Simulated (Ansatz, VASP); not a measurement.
## Two plane-wave programs on Ca

The input INCAR:

```
SYSTEM = Ca
PREC = Accurate
ENCUT = 520
EDIFF = 1E-7
ISMEAR = 0
SIGMA = 0.15
LREAL = .FALSE.
LASPH = .TRUE.
NELM = 60
ALGO = Fast
ISIF = 2
LWAVE = .FALSE.
LCHARG = .FALSE.
GGA = PE
NBANDS = 11
```

The input KPOINTS:

```
regular mesh
0
G
  16 16 16
  0 0 0
```

Contents of POSCAR:

```
Ca
1.0
    0.0000000000      2.8729509580      2.6431148813
    2.8729509580      0.0000000000      2.6431148813
    2.8729509580      2.8729509580      0.0000000000
Ca
1
Direct
    0.0000000000      0.0000000000      0.0000000000
```

Input for Ansatz:

```yaml
crystal:
  lattice:
    - [0.0, 2.872950958, 2.6431148813]
    - [2.872950958, 0.0, 2.6431148813]
    - [2.872950958, 2.872950958, 0.0]
  atoms:
    - { symbol: Ca, position: [0.0, 0.0, 0.0] }
basis:
  ecutwfc: 420
kpoints:
  mp_grid: { grid: [16, 16, 16] }
hamiltonian:
  xc: pbe
scf:
  occupations: { method: gaussian, width: 0.15 }
output:
  forces: true
  stress: true
  eigenvalues: true
```

Alike in both runs: task single point; functional PBE; k mesh 16 × 16 × 16; occupations gaussian, width 0.15 eV; no spin polarisation.

|  | VASP | Ansatz |
| --- | --- | --- |
| version | VASP 6.6.1 | Ansatz 0.2.0 |
| potentials or method | VASP PAW PBE potentials, release 64 (Ca_sv), cutoff 520 eV | scalar-relativistic, plane waves, PAW |
| valence electrons in the cell | 10 | 10 |

VASP gave:

| Property | Result |
| --- | --- |
| gap on the k mesh at the Fermi level (eV) | none |
| pressure (GPa) | -0.5 |
| traceless stress, the component that is largest in VASP (GPa) | 0.22 |

**Question.** Estimate Ansatz's values.

**Answer.** gap on the k mesh at the Fermi level (eV): none; pressure (GPa): -0.6; traceless stress, the component that is largest in VASP (GPa): 0.22.

A gap of «none» marks a metal or a gap that the smearing closes.
